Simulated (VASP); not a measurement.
# CoO in VASP: further runs

Runs on CoO. Level: PBE+U. Tasks: single point.

Everything below comes from runs of VASP 6.6.1. Logs are shortened: lines on timing, memory, paths and dates and some standing lists are left out, and cuts for length are marked.

## (1) The cell of the first run

Symmetry: Fm-3m, No. 225, cubic system. The conventional cell has a = 4.326 Å, b = 4.326 Å, c = 4.326 Å, α = 90.00°, β = 90.00°, γ = 90.00°. Co (site symmetry m-3m) has 6 O at 2.16 Å within 2.9 Å. Within 2.9 Å of O (site symmetry m-3m) lie 6 Co at 2.16 Å.

## (2) Single point, PBE+U, collinear spin, antiferromagnetic start

INCAR reads:

```
SYSTEM = CoO
PREC = Accurate ; ENCUT = 520
EDIFF = 1E-6 ; ISMEAR = 0
SIGMA = 0.05 ; LREAL = .False.
LASPH = .True. ; NELM = 150
ALGO = Normal ; ISIF = 2
LWAVE = .False. ; LCHARG = .False.
ISPIN = 2 ; MAGMOM = 3 -3 0 0
LORBIT = 11 ; LMAXMIX = 4
LDAU = .True. ; LDAUTYPE = 2
LDAUL = 2 -1 ; LDAUU = 3.3 0
LDAUJ = 0 0 ; LDAUPRINT = 1
GGA = PE ; NBANDS = 27
```

KPOINTS reads:

```
Automatic mesh
0
Gamma
  5 5 5
  0 0 0
```

POSCAR reads:

```
CoO
1.0
   -2.1628257023     -2.1628257023      4.3256514046
   -4.3256514046     -2.1628257023      2.1628257023
   -2.1628257023     -4.3256514046      2.1628257023
Co O
2 2
Direct
    0.0000000000      0.0000000000      0.0000000000
    0.5000000000      0.5000000000      0.5000000000
    1.2500000000     -0.7500000000     -0.7500000000
    1.7500000000     -0.2500000000     -0.2500000000
```

Potentials or basis: VASP PAW PBE potentials, release 64 (Co, O).

Launch:

```console
cat potpaw_PBE.64/Co/POTCAR potpaw_PBE.64/O/POTCAR > POTCAR
mpirun -np 1 vasp_std > vasp.out
```

OUTCAR:

```text
SYSTEM = CoO
   PREC = Accurate
   ENCUT = 520
   EDIFF = 1E-6
   ISMEAR = 0
   LREAL = .False.
   LASPH = .True.
   NELM = 150
   ISIF = 2
   ISPIN = 2
   LORBIT = 11
   GGA = PE

 ion  position               nearest neighbor table
   1  0.000  0.000  0.000-   4 2.16   4 2.16   4 2.16   3 2.16   3 2.16   3 2.16   2 3.06   2 3.06
                             2 3.06   2 3.06   2 3.06   2 3.06
   2  0.500  0.500  0.500-   3 2.16   3 2.16   3 2.16   4 2.16   4 2.16   4 2.16   1 3.06   1 3.06
                             1 3.06   1 3.06   1 3.06   1 3.06
   3  0.250  0.250  0.250-   1 2.16   1 2.16   1 2.16   2 2.16   2 2.16   2 2.16
   4  0.750  0.750  0.750-   2 2.16   2 2.16   2 2.16   1 2.16   1 2.16   1 2.16

  LATTYP: Found a trigonal (rhomboedric) cell.
 ALAT       =     5.2978193732
 COS(alpha) =     0.8333333333

  Lattice vectors:

 A1 = (  -2.1628257023,  -2.1628257023,   4.3256514046)
 A2 = (  -4.3256514046,  -2.1628257023,   2.1628257023)
 A3 = (  -2.1628257023,  -4.3256514046,   2.1628257023)

Analysis of symmetry for initial positions (statically):
=====================================================================
 Subroutine PRICEL returns following result:

  LATTYP: Found a face centered cubic cell.
 ALAT       =     4.3256514046
[... 12 lines left out ...]
 Subroutine GETGRP returns: Found 12 space group operations
 (whereof 12 operations were pure point group operations)
 out of a pool of 12 trial point group operations.

The static configuration has the point symmetry D_3d.

Analysis of symmetry for dynamics (positions and initial velocities):
=====================================================================
 Subroutine PRICEL returns following result:

  LATTYP: Found a face centered cubic cell.
 ALAT       =     4.3256514046
[... 12 lines left out ...]
 Subroutine GETGRP returns: Found 12 space group operations
 (whereof 12 operations were pure point group operations)
 out of a pool of 12 trial point group operations.

The dynamic configuration has the point symmetry D_3d.

Analysis of structural, dynamic, and magnetic symmetry:
=====================================================================
 Subroutine PRICEL returns following result:

  LATTYP: Found a face centered cubic cell.
 ALAT       =     4.3256514046
[... 12 lines left out ...]
 Subroutine GETGRP returns: Found 12 space group operations
 (whereof 12 operations were pure point group operations)
 out of a pool of 12 trial point group operations.

The overall configuration has the point symmetry D_3d.

 Subroutine INISYM returns: Found 12 space group operations
 (whereof 12 operations are pure point group operations),
 and found     2 'primitive' translations

----------------------------------------------------------------------------------------

                                     Primitive cell

  volume of cell :      20.2346
[... 192 lines left out ...]

 number of electron      29.9999996 magnetization       0.0000000

 Free energy of the ion-electron system (eV)
  ---------------------------------------------------
  ext. energy  EPLUGINS =         0.00000000
  ---------------------------------------------------
  free energy    TOTEN  =       -24.34417515 eV

  energy without entropy =      -24.34417515  energy(sigma->0) =      -24.34417515

 E-fermi :   6.5180     XC(G=0): -12.0919

 val. band max:        6.2754012505   @ k =   0.4000   0.4000  -0.0000
 cond. band min:       8.3971582129   @ k =   0.0000   0.0000   0.0000
 fundamental gap:      2.1217569624
 Fermi energy:         6.5180481751

 spin component 1

 k-point     1 :       0.0000    0.0000    0.0000
  band No.  band energies     occupation
      1     -12.0762      1.00000
      2     -10.9212      1.00000
      3      -0.3376      1.00000
      4       1.2549      1.00000
      5       1.2550      1.00000
      6       2.7745      1.00000
[... 559 lines left out ...]
     26      22.8082      0.00000
     27      23.6815      0.00000
 Fermi energy:         6.5180481751

 spin component 2

 k-point     1 :       0.0000    0.0000    0.0000
  band No.  band energies     occupation
      1     -12.0762      1.00000
      2     -10.9212      1.00000
      3      -0.3376      1.00000
      4       1.2549      1.00000
      5       1.2550      1.00000
      6       2.7745      1.00000
[... 559 lines left out ...]
     26      22.8082      0.00000
     27      23.6815      0.00000

------------------------ aborting loop because EDIFF is reached ----------------------------------------

  FORCE on cell =-STRESS in cart. coord.  units (eV):
  Direction    XX          YY          ZZ          XY          YZ          ZX
  --------------------------------------------------------------------------------------
  -------------------------------------------------------------------------------------
  Total       -1.3084187     -1.3084187     -1.3084187     -0.1297680      0.1297680      0.1297680
  in kB      -51.8003600    -51.8003600    -51.8003600     -5.1375209      5.1375209      5.1375209
  external PRESSURE =     -51.8003600 kB  Pullay stress =       0.0000000 kB

 VOLUME and BASIS-vectors are now :
 -----------------------------------------------------------------------------
  energy-cutoff  :      520.00
  volume of cell :       40.47
      direct lattice vectors                 reciprocal lattice vectors
    -2.162825702 -2.162825702  4.325651405     0.115589527  0.115589527  0.346768581
    -4.325651405 -2.162825702  2.162825702    -0.346768581  0.115589527 -0.115589527
    -2.162825702 -4.325651405  2.162825702     0.115589527 -0.346768581 -0.115589527

 POSITION                                       TOTAL-FORCE (eV/Angst)
 -----------------------------------------------------------------------------------
      0.00000      0.00000      0.00000         0.000000     -0.000000      0.000000
     -4.32565     -4.32565      4.32565         0.000000     -0.000000      0.000000
     -2.16283     -2.16283      2.16283        -0.000000      0.000000     -0.000000
     -6.48848     -6.48848      6.48848         0.000000      0.000000     -0.000000
 -----------------------------------------------------------------------------------
    total drift:                                0.000000      0.000000      0.000000

  FREE ENERGIE OF THE ION-ELECTRON SYSTEM (eV)
  ---------------------------------------------------
  free  energy   TOTEN  =       -24.3441751547 eV

  energy  without entropy=      -24.3441751547  energy(sigma->0) =      -24.34417515

 total charge

# of ion       s       p       d       tot
------------------------------------------
    1        0.289   0.336   7.114   7.738
    2        0.289   0.336   7.114   7.738
    3        1.554   3.429   0.000   4.983
    4        1.554   3.429   0.000   4.983
--------------------------------------------------
tot          3.686   7.530  14.227  25.443

 magnetization (x)

# of ion       s       p       d       tot
------------------------------------------
    1        0.006   0.002   2.661   2.669
    2       -0.006  -0.002  -2.661  -2.669
    3        0.000   0.000   0.000   0.000
    4        0.000   0.000   0.000   0.000
--------------------------------------------------
tot          0.000   0.000   0.000   0.000
```

OSZICAR:

```text
N       E                     dE             d eps       ncg     rms          rms(c)
DAV:   1     0.250733343807E+03    0.25073E+03   -0.13595E+04  2100   0.135E+03
DAV:   2     0.228736236718E+00   -0.25050E+03   -0.22221E+03  2146   0.318E+02
DAV:   3    -0.262779659777E+02   -0.26507E+02   -0.25241E+02  2323   0.116E+02
[... 11 lines left out ...]
DAV:  15    -0.243439399064E+02    0.73092E-04   -0.10997E-03  2528   0.402E-01    0.808E-02
DAV:  16    -0.243441423161E+02   -0.20241E-03   -0.22183E-04  2314   0.151E-01    0.376E-02
DAV:  17    -0.243441581014E+02   -0.15785E-04   -0.51975E-05  2601   0.989E-02    0.178E-02
DAV:  18    -0.243441722164E+02   -0.14115E-04   -0.26449E-05  2792   0.111E-01    0.788E-03
DAV:  19    -0.243441752206E+02   -0.30042E-05   -0.91756E-06  2755   0.317E-02    0.499E-03
DAV:  20    -0.243441751547E+02    0.65958E-07   -0.46303E-07  1184   0.140E-02
   1 F= -.24344175E+02 E0= -.24344175E+02  d E =-.800870E-13  mag=     0.0000
```

stdout:

```text
POSCAR found type information on POSCAR CoO
 POSCAR found :  2 types and       4 ions
 scaLAPACK will be used
 LDA part: xc-table for (Slater+PW92), standard interpolation
 POSCAR, INCAR and KPOINTS ok, starting setup
 FFT: planning ... GRIDC
 FFT: planning ... GRID_SOFT
 FFT: planning ... GRID
 WAVECAR not read
 entering main loop
```

Run time: 58 s. Hardware: 1 thread of Intel Xeon 6975P-C (Granite Rapids), shared host; peak memory 0.29 GiB.

The run converged, but its numbers aren't listed here, since they failed a check.

Caveat: the k points lie up to 0.48 Å⁻¹ apart; the result breaks the symmetry of the cell; an odd mesh through Γ misses points on the zone boundary, where band edges can lie.

## (3) Single point, PBE+U, collinear spin, antiferromagnetic start

This run uses another cell than the first one, of the same volume but with other edges.

INCAR reads:

```
SYSTEM = CoO
PREC = Accurate
ENCUT = 520
EDIFF = 1E-7
ISMEAR = 0
SIGMA = 0.05
LREAL = .FALSE.
LASPH = .TRUE.
NELM = 150
ALGO = Normal
ISIF = 2
LWAVE = .FALSE.
LCHARG = .FALSE.
ISPIN = 2
MAGMOM = 3 -3 0 0
LORBIT = 11
LMAXMIX = 4
LDAU = .TRUE.
LDAUTYPE = 2
LDAUL = 2 -1
LDAUU = 3.3 0
LDAUJ = 0 0
LDAUPRINT = 1
GGA = PE
NBANDS = 27
```

KPOINTS reads:

```
Automatic mesh
0
G
  8 8 6
  0 0 0
```

POSCAR reads:

```
CoO
1.0
    0.0000000000      2.1628257023     -2.1628257023
    0.0000000000      2.1628257023      2.1628257023
    4.3256514046      0.0000000000      0.0000000000
Co O
2 2
Direct
    0.0000000000      0.0000000000      0.0000000000
    0.5000000000      0.5000000000      0.5000000000
    0.0000000000      1.0000000000      0.5000000000
    0.5000000000      1.5000000000      1.0000000000
```

Potentials or basis: VASP PAW PBE potentials, release 64 (Co, O).

Launch:

```console
cat potpaw_PBE.64/Co/POTCAR potpaw_PBE.64/O/POTCAR > POTCAR
mpirun -np 1 vasp_std > vasp.out
```

OUTCAR:

```text
SYSTEM = CoO
   PREC = Accurate
   ENCUT = 520
   EDIFF = 1E-7
   ISMEAR = 0
   LREAL = .FALSE.
   LASPH = .TRUE.
   NELM = 150
   ISIF = 2
   ISPIN = 2
   LORBIT = 11
   GGA = PE

 ion  position               nearest neighbor table
   1  0.000  0.000  0.000-   3 2.16   4 2.16   3 2.16   4 2.16   4 2.16   4 2.16   2 3.06   2 3.06
                             2 3.06   2 3.06   2 3.06   2 3.06   2 3.06   2 3.06
   2  0.500  0.500  0.500-   3 2.16   4 2.16   4 2.16   3 2.16   3 2.16   3 2.16   1 3.06   1 3.06
                             1 3.06   1 3.06   1 3.06   1 3.06   1 3.06   1 3.06
   3  0.000  0.000  0.500-   1 2.16   2 2.16   1 2.16   2 2.16   2 2.16   2 2.16
   4  0.500  0.500  0.000-   1 2.16   2 2.16   2 2.16   1 2.16   1 2.16   1 2.16

  LATTYP: Found a simple tetragonal cell.
 ALAT       =     3.0586974412
 C/A-ratio  =     1.4142135624

  Lattice vectors:

 A1 = (   0.0000000000,   2.1628257023,  -2.1628257023)
 A2 = (   0.0000000000,   2.1628257023,   2.1628257023)
 A3 = (   4.3256514046,   0.0000000000,   0.0000000000)

Analysis of symmetry for initial positions (statically):
=====================================================================
[... 1749 lines left out ...]
  -------------------------------------------------------------------------------------
  Total        1.2738869     -1.8271406     -1.8271406      0.0000000      0.0000000      0.0000000
  in kB       50.4332449    -72.3365832    -72.3365832      0.0000000      0.0000000      0.0000000
  external PRESSURE =     -31.4133071 kB  Pullay stress =       0.0000000 kB

 VOLUME and BASIS-vectors are now :
 -----------------------------------------------------------------------------
  energy-cutoff  :      520.00
  volume of cell :       40.47
      direct lattice vectors                 reciprocal lattice vectors
     0.000000000  2.162825702 -2.162825702     0.000000000  0.231179054 -0.231179054
     0.000000000  2.162825702  2.162825702     0.000000000  0.231179054  0.231179054
     4.325651405  0.000000000  0.000000000     0.231179054  0.000000000  0.000000000

 POSITION                                       TOTAL-FORCE (eV/Angst)
 -----------------------------------------------------------------------------------
      0.00000      0.00000      0.00000        -0.000000      0.000000      0.000000
      2.16283      2.16283      0.00000        -0.000000      0.000000      0.000000
      2.16283      0.00000      0.00000        -0.000000     -0.000000     -0.000000
      0.00000      2.16283      0.00000         0.000000     -0.000000      0.000000
 -----------------------------------------------------------------------------------
    total drift:                               -0.000000     -0.000000     -0.000000

  FREE ENERGIE OF THE ION-ELECTRON SYSTEM (eV)
  ---------------------------------------------------
  free  energy   TOTEN  =       -23.7915070028 eV

  energy  without entropy=      -23.7915069398  energy(sigma->0) =      -23.79150697

 total charge

# of ion       s       p       d       tot
------------------------------------------
    1        0.291   0.338   7.103   7.732
    2        0.291   0.338   7.103   7.732
    3        1.551   3.438   0.000   4.990
    4        1.551   3.438   0.000   4.990
--------------------------------------------------
tot          3.685   7.552  14.205  25.442

 magnetization (x)

# of ion       s       p       d       tot
------------------------------------------
    1        0.025   0.021   2.704   2.750
    2       -0.025  -0.021  -2.704  -2.750
    3       -0.009  -0.104   0.000  -0.113
    4        0.009   0.104   0.000   0.113
--------------------------------------------------
tot          0.000   0.000   0.000   0.000
```

stdout:

```text
POSCAR found type information on POSCAR CoO
 POSCAR found :  2 types and       4 ions
 scaLAPACK will be used
 LDA part: xc-table for (Slater+PW92), standard interpolation
 POSCAR, INCAR and KPOINTS ok, starting setup
 FFT: planning ... GRIDC
 FFT: planning ... GRID_SOFT
 FFT: planning ... GRID
 WAVECAR not read
 entering main loop
```

Run time: 48 s. Hardware: 1 thread of Intel Xeon 6975P-C (Granite Rapids), shared host; peak memory 0.22 GiB.

Results:

```
Free energy                                           : -23.7915 eV
Pressure                                              : -3.1 GPa
Band gap on the k mesh                                : 0.29 eV
Net moment                                            : 0.00 μB per cell
Site moments                                          : Co +2.75, -2.75; O -0.11, +0.11 μB
Valence electrons inside the program's atomic spheres : Co 7.73; O 4.99
```

Eigenvalues of the final occupation matrices:
```
    site  spin  trace               eigenvalues
site 1 d     1   4.92  0.97 0.97 0.97 1.01 1.01
site 1 d     2   2.21  0.04 0.10 0.15 0.96 0.96
site 2 d     1   2.21  0.04 0.10 0.15 0.96 0.96
site 2 d     2   4.92  0.97 0.97 0.97 1.01 1.01
```

Caveat: the cell stands under tension. The state reached can hang on the start; a lower one may exist.

## (4) Single point, PBE+U, collinear spin, antiferromagnetic start

This run uses another cell than the first one, of 9.99 Å³/atom.

INCAR reads:

```
  PREC = Accurate
  ENCUT = 520
  EDIFF = 1E-7
  ISMEAR = 0
  SIGMA = 0.05
  LREAL = False
  LASPH = True
  NELM = 150
  ALGO = Normal
  ISIF = 2
  LWAVE = False
  LCHARG = False
  ISPIN = 2
  MAGMOM = 2.81 -2.81 0 0
  LORBIT = 11
  LMAXMIX = 4
  LDAU = True
  LDAUTYPE = 2
  LDAUL = 2 -1
  LDAUU = 3.3 0
  LDAUJ = 0 0
  LDAUPRINT = 1
  GGA = PE
  NBANDS = 27
```

KPOINTS reads:

```
regular mesh
0
Gamma
  10 10 10
```

POSCAR reads:

```
CoO
1.0
   -2.1310873337     -2.1310873337      4.2920764647
   -4.2920764647     -2.1310873337      2.1310873337
   -2.1310873337     -4.2920764647      2.1310873337
Co O
2 2
Direct
    0.0000000000      0.0000000000      0.0000000000
    0.5000000000      0.5000000000      0.5000000000
    1.2499999983     -0.7500000017     -0.7500000017
    1.7500000017     -0.2499999983     -0.2499999983
```

Potentials or basis: VASP PAW PBE potentials, release 64 (Co, O).

Launch:

```console
cat potpaw_PBE.64/Co/POTCAR potpaw_PBE.64/O/POTCAR > POTCAR
mpirun -np 1 vasp_std > vasp.out
```

OUTCAR:

```text
PREC = Accurate
   ENCUT = 520
   EDIFF = 1E-7
   ISMEAR = 0
   LREAL = False
   LASPH = True
   NELM = 150
   ISIF = 2
   ISPIN = 2
   LORBIT = 11
   GGA = PE

 ion  position               nearest neighbor table
   1  0.000  0.000  0.000-   4 2.15   3 2.15   4 2.15   4 2.15   3 2.15   3 2.15   2 3.03   2 3.03
                             2 3.03   2 3.03   2 3.03   2 3.03
   2  0.500  0.500  0.500-   3 2.15   3 2.15   4 2.15   4 2.15   3 2.15   4 2.15   1 3.03   1 3.03
                             1 3.03   1 3.03   1 3.03   1 3.03
[... 1774 lines left out ...]
  volume of cell :       39.95
      direct lattice vectors                 reciprocal lattice vectors
    -2.131087334 -2.131087334  4.292076465     0.115283372  0.115283372  0.347467683
    -4.292076465 -2.131087334  2.131087334    -0.347467683  0.115283372 -0.115283372
    -2.131087334 -4.292076465  2.131087334     0.115283372 -0.347467683 -0.115283372

 POSITION                                       TOTAL-FORCE (eV/Angst)
 -----------------------------------------------------------------------------------
      0.00000      0.00000      0.00000         0.000000      0.000000     -0.000000
     -4.27713     -4.27713      4.27713         0.000000      0.000000     -0.000000
     -2.13856     -2.13856      2.13856        -0.000000     -0.000000      0.000000
     -6.41569     -6.41569      6.41569         0.000000     -0.000000     -0.000000
 -----------------------------------------------------------------------------------
    total drift:                                0.000000      0.000000     -0.000000

  FREE ENERGIE OF THE ION-ELECTRON SYSTEM (eV)
  ---------------------------------------------------
  free  energy   TOTEN  =       -22.8380607939 eV

  energy  without entropy=      -22.8264750772  energy(sigma->0) =      -22.83226794

 total charge

# of ion       s       p       d       tot
------------------------------------------
    1        0.292   0.340   7.121   7.752
    2        0.292   0.340   7.121   7.752
    3        1.555   3.426   0.000   4.981
    4        1.555   3.426   0.000   4.981
--------------------------------------------------
tot          3.693   7.533  14.241  25.467

 magnetization (x)

# of ion       s       p       d       tot
------------------------------------------
    1        0.004   0.001   2.657   2.662
    2       -0.004  -0.001  -2.657  -2.662
    3        0.000   0.000   0.000   0.000
    4        0.000   0.000   0.000   0.000
--------------------------------------------------
tot          0.000   0.000   0.000   0.000
```

OSZICAR:

```text
N       E                     dE             d eps       ncg     rms          rms(c)
DAV:   1     0.250326404809E+03    0.25033E+03   -0.13651E+04 12712   0.136E+03
DAV:   2     0.423103860325E+00   -0.24990E+03   -0.22309E+03 12964   0.317E+02
DAV:   3    -0.260603959308E+02   -0.26483E+02   -0.25174E+02 13971   0.117E+02
[... 10 lines left out ...]
DAV:  14    -0.228373452937E+02   -0.33881E-02   -0.31817E-03 17853   0.685E-01    0.108E-01
DAV:  15    -0.228380260986E+02   -0.68080E-03   -0.13798E-03 18827   0.424E-01    0.368E-02
DAV:  16    -0.228380442747E+02   -0.18176E-04   -0.12303E-04 13110   0.104E-01    0.268E-02
DAV:  17    -0.228380591759E+02   -0.14901E-04   -0.46329E-05 16201   0.112E-01    0.864E-03
DAV:  18    -0.228380607380E+02   -0.15621E-05   -0.51896E-06 17380   0.217E-02    0.406E-03
DAV:  19    -0.228380607939E+02   -0.55901E-07   -0.66547E-07 15276   0.147E-02
   1 F= -.22838061E+02 E0= -.22832268E+02  d E =-.115857E-01  mag=     0.0000
```

Wall time 4.7 min (1 thread of Intel Xeon 6975P-C (Granite Rapids), shared host); peak memory 0.4 GiB.

What came out:

- Free energy: -22.8381 eV
- Pressure: -6.7 GPa
- Band gap on the k mesh: zero (filled and empty bands overlap)
- Net moment: 0.00 μB per cell
- Site moments: Co +2.66, -2.66; O +0.00 μB
- Valence electrons inside the program's atomic spheres: Co 7.75; O 4.98

Eigenvalues of the final occupation matrices:
```tsv
site	spin	trace	eigenvalues
site 1 d	1	4.90	0.97 0.97 0.97 1.00 1.00
site 1 d	2	2.24	0.15 0.15 0.50 0.50 0.95
site 2 d	1	2.24	0.15 0.15 0.50 0.50 0.95
site 2 d	2	4.90	0.97 0.97 0.97 1.00 1.00
```

Caveat: the cell stands under tension. The state reached can hang on the start; a lower one may exist.
